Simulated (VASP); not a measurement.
Here is a VASP 6.6.1 calculation.

INCAR

```
SYSTEM = Zn5BiO
ALGO = Normal
EDIFF = 1E-6
ENCUT = 520
GGA = PE
ISIF = 2
ISMEAR = 0
LASPH = .True.
LCHARG = .False.
LREAL = .False.
LWAVE = .False.
NBANDS = 50
NELM = 100
PREC = Accurate
SIGMA = 0.2
```

Contents of KPOINTS:

```
k-points
0
Gamma
  4 4 4
  0 0 0
```

POSCAR

```
Zn5BiO
1.0
    0.2989691663     -0.3406453762      5.0043922054
    5.1647656685      0.1573886373      0.2974236247
    0.1625688449      5.1416310966     -0.3445497416
Zn Bi O
5 1 1
Direct
    0.5948383753      0.1585710039      0.5914413616
    0.4510296091      0.7530486574      0.3359232285
    0.3434306457      0.3274544699      0.0680731390
    0.3754111050      0.7870056341      0.8155071698
    0.7979022141     -0.0001070293      1.1029701552
    1.0156118928      0.4791544180      0.5192741851
    0.1711515082     -0.0051271538      1.0668107608
```

Potentials or basis: VASP PAW PBE potentials, release 64 (Zn, Bi_d, O).

Launch:

```sh
$ cat potpaw_PBE.64/Zn/POTCAR potpaw_PBE.64/Bi_d/POTCAR potpaw_PBE.64/O/POTCAR > POTCAR
$ mpirun -np 1 vasp_std > vasp.out
```

**Question.** Predict the largest force.

**Answer.** 0.088 eV/Å.

**Question.** Estimate the band gap on the k mesh.

**Answer.** Zero (an odd number of electrons rules out a gap without spin polarisation).

Stress tensor (GPa, compression positive):
```
 0.27  0.03  0.02
 0.03  0.24 -0.06
 0.02 -0.06  0.41
```

Caveat: spin-orbit coupling is left out, which moves the levels of the heavy elements.
